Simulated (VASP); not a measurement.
Here is a VASP 6.6.1 calculation.

File INCAR:

```
SYSTEM = ZnSe
PREC = Accurate
ENCUT = 520
EDIFF = 1E-6
ISMEAR = 0
SIGMA = 0.01
LREAL = .FALSE.
LASPH = .TRUE.
NELM = 100
ALGO = Normal
ISIF = 2
LWAVE = .FALSE.
LCHARG = .FALSE.
NBANDS = 16
```

The input KPOINTS:

```
regular mesh
0
G
  4 4 4
  0 0 0
```

POSCAR

```
ZnSe
1.0
    0.0000000000      2.8324206805      2.8324206805
    2.8324206805      0.0000000000      2.8324206805
    2.8324206805      2.8324206805      0.0000000000
Zn Se
1 1
Direct
    0.0000000000      0.0000000000      0.0000000000
    0.2500000000      0.2500000000      0.2500000000
```

Potentials or basis: VASP PAW LDA potentials, release 64 (Zn, Se).

Launch:

```bash
$ cat potpaw_LDA.64/Zn/POTCAR potpaw_LDA.64/Se/POTCAR > POTCAR
$ mpirun -np 1 vasp_std > vasp.out
```

Question: What does it give for the band gap on the k mesh?

Answer: 1.05 eV, direct.

Question: Predict the pressure.

Answer: -2.7 GPa.

Caveat: the k points lie up to 0.48 Å⁻¹ apart.
